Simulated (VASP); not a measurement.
A run of VASP 6.6.1 is set up as follows.

INCAR

```
ALGO     = Normal         # electronic algorithm
EDIFF    = 1E-6           # SCF threshold, eV
ENCUT    = 520            # plane-wave cutoff, eV
GGA      = PE             # functional
ISIF     = 2              # what is computed and relaxed
ISMEAR   = 0              # smearing method
LASPH    = T              # aspherical terms in the spheres
LCHARG   = F              # write CHGCAR
LREAL    = F              # projectors in reciprocal space
LWAVE    = F              # write WAVECAR
NBANDS   = 16             # bands
NELM     = 60             # most SCF steps
PREC     = Accurate       # precision mode
SIGMA    = 0.1            # smearing width, eV
```

KPOINTS

```
k-points
0
Gamma
  6 6 4
```

POSCAR

```
SiC
1.0
    3.0917664127      0.0000000029      0.0000000000
   -1.5458832089      2.6775482545      0.0000000000
    0.0000000000      0.0000000000      5.0740211635
Si C
2 2
Direct
    0.3333333333      0.6666666667      0.0045635262
    0.6666666667      0.3333333333      0.5045635262
    0.3333333333      0.6666666667      0.3804364638
    0.6666666667      0.3333333333      0.8804364638
```

Potentials or basis: VASP PAW PBE potentials, release 64 (Si, C).

Launch:

```sh
$ cat potpaw_PBE.64/Si/POTCAR potpaw_PBE.64/C/POTCAR > POTCAR
$ mpirun -np 1 vasp_std > vasp.out
```

**Question.** Predict the largest force.

**Answer.** 0.004 eV/Å.

**Question.** Estimate the band gap on the k mesh.

**Answer.** 2.30 eV, indirect (least direct gap 3.94 eV).

**Question.** Predict the pressure.

**Answer.** 0.0 GPa.

Stress tensor (GPa, compression positive):
```
 0.04  0.00  0.00
 0.00  0.04  0.00
 0.00  0.00 -0.12
```

A k mesh can miss the band edges. A hybrid or GW would open this gap; PBE tends to underestimate it.
